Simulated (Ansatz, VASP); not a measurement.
## CuF in VASP and in Ansatz

```
Cu F
1.0
     2.78978    0.00000    0.00000
    -1.39489    2.41602    0.00000
     0.00000    0.00000    6.72112
Cu F
2 2
Direct
  0.33333 0.66667 0.04599
  0.66667 0.33333 0.54599
  0.33333 0.66667 0.32901
  0.66667 0.33333 0.82901
```

Alike in both runs: task single point; functional PBE; k mesh 12 × 12 × 4; occupations fermi-dirac, width 0.02 eV; no spin polarisation.

```csv
,VASP,Ansatz
version,VASP 6.6.1,Ansatz 0.2.0
potentials or method,"VASP PAW PBE potentials, release 64 (Cu_sv_GW, F)","plane waves, PAW"
plane-wave cutoff (eV),820,420
valence electrons in the cell,52,52
```

Ansatz gave:

| Quantity | Value |
| --- | --- |
| pressure (GPa) | 5.7 |
| traceless stress, the component that is largest in VASP (GPa) | 2.53 |
| rms of the force components (eV/Å) | 0.017 |

Question: Which values does VASP return?

Answer: Pressure (GPa): 5.2; traceless stress, the component that is largest in VASP (GPa): 2.69; rms of the force components (eV/Å): 0.008.

Atom by atom the forces differ by 0.009 eV/Å (rms over components).
